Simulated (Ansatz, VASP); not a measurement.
# Cs in VASP and in Ansatz

```xyz
2
Lattice="5.2068 0.0000 0.0000 -2.6034 4.5092 0.0000 0.0000 0.0000 8.6388" Properties=species:S:1:pos:R:3 pbc="T T T"
Cs    0.0000    3.0061    2.1597
Cs    2.6034    1.5031    6.4791
```

Alike in both runs: task single point; functional PBE; k mesh 9 × 9 × 6; occupations gaussian, width 0.1 eV; no spin polarisation.

|  | VASP | Ansatz |
| --- | --- | --- |
| version | VASP 6.6.1 | Ansatz 0.2.0 |
| potentials or method | VASP PAW PBE potentials, release 64 (Cs_sv), cutoff 520 eV | scalar-relativistic, plane waves, PAW |
| valence electrons in the cell | 18 | 18 |

|  | VASP | Ansatz | Ansatz less VASP |
| --- | --- | --- | --- |
| gap on the k mesh at the Fermi level (eV) | none | none | - |
| pressure (GPa) | 0.4 | 0.4 | +0.01 |

A gap of «none» marks a metal or a gap that the smearing closes. The functional is the same, so the differences come from potentials, cutoffs and numerics.

Spin-orbit coupling is off throughout.
